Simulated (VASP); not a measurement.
**BP: single point with LDA**

Crystal: BP.

```xyz
2
Lattice="0.0000 2.2369 2.2369 2.2369 0.0000 2.2369 2.2369 2.2369 0.0000" Properties=species:S:1:pos:R:3 pbc="T T T"
P     3.3553    3.3553    3.3553
B     0.0000    0.0000    0.0000
```

- Program: VASP 6.6.1
- Task: single point
- Functional: LDA
- Potentials or basis: VASP PAW LDA potentials, release 64 (P, B)
- Cutoff: 520 eV
- k mesh: 10 × 10 × 10
- Occupations: fermi-dirac, width 0.05 eV
- Spin: no spin polarisation
- Dipole correction: no
- Further INCAR settings: ALGO = Normal; EDIFF = 1e-06; NBANDS = 11

- Pressure: 1.9 GPa
- Band gap on the k mesh: 1.14 eV, indirect (least direct gap 3.45 eV)

Levels at points of the mesh, in eV from the valence-band top:
```csv
k point,band 2,band 3,band 4,band 5,band 6,band 7
"(0.00, 0.00, 0.00)",0.00,0.00,0.00,3.45,3.45,3.45
"(0.50, 0.00, 0.00)",-9.32,-1.80,-1.80,4.04,4.71,4.71
"(0.50, 0.50, 0.00)",-8.70,-4.26,-4.26,1.22,1.52,12.40
```

It took 10 s on 1 thread of Intel Xeon 8259CL, with other jobs on the host, peak memory 0.12 GiB.

A k mesh can miss the band edges. A hybrid or GW would open this gap; LDA tends to underestimate it.
